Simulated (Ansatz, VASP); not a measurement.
# Two plane-wave programs on Zr

INCAR

```
SYSTEM = Zr
PREC = Accurate
ENCUT = 520
EDIFF = 1E-8
ISMEAR = -1
SIGMA = 0.05
LREAL = .FALSE.
LASPH = .TRUE.
NELM = 80
ALGO = Normal
ISIF = 2
LWAVE = .FALSE.
LCHARG = .FALSE.
GGA = PE
LEFG = .TRUE.
NBANDS = 19
```

Contents of KPOINTS:

```
regular mesh
0
G
  12 12 7
  0 0 0
```

POSCAR

```
Zr
1.0
    3.1954526490      0.0000000000      0.0000000000
   -1.5977263245      2.7673431706      0.0000000000
    0.0000000000      0.0000000000      5.1023165660
Zr
2
Direct
    0.3333333333      0.6666666667      0.2500000000
    0.6666666667      0.3333333333      0.7500000000
```

Input for Ansatz:

```yaml
crystal:
  lattice:
    - [3.195452649, 0.0, 0.0]
    - [-1.5977263245, 2.7673431706, 0.0]
    - [0.0, 0.0, 5.102316566]
  atoms:
    - { symbol: Zr, position: [0.3333333333, 0.6666666667, 0.25] }
    - { symbol: Zr, position: [0.6666666667, 0.3333333333, 0.75] }
kpoints:
  mp_grid: { grid: [12, 12, 7] }
scf:
  occupations: { method: fermi_dirac, width: 0.05 }
hamiltonian:
  xc: pbe
  pseudopotentials: { kind: paw }
output:
  forces: true
  stress: true
  eigenvalues: true
  efg: { contact_densities: true }
```

Change from the starting cell: volume scaled by 0.96, PAW files.

Alike in both runs: task electric field gradients; functional PBE; k mesh 12 × 12 × 7; occupations fermi-dirac, width 0.05 eV; no spin polarisation.

|  | VASP | Ansatz |
| --- | --- | --- |
| version | VASP 6.6.1 | Ansatz 0.2.0 |
| potentials or method | VASP PAW PBE potentials, release 64 (Zr_sv) | PAW with Ansatz's default frozen-core files, scalar-relativistic |
| plane-wave cutoff (eV) | 520 | 420 |
| valence electrons in the cell | 24 | 24 |

Ansatz gave:

| Quantity | Value |
| --- | --- |
| pressure (GPa) | 3.6 |
| traceless stress, the component that is largest in VASP (GPa) | 0.41 |
| size of Vzz on the site where it differs most (V/Å²) | 42.7 |

Question: Which values does VASP return?

Answer: Pressure (GPa): 3.7; traceless stress, the component that is largest in VASP (GPa): 0.40; size of Vzz on the site where it differs most (V/Å²): 41.9.
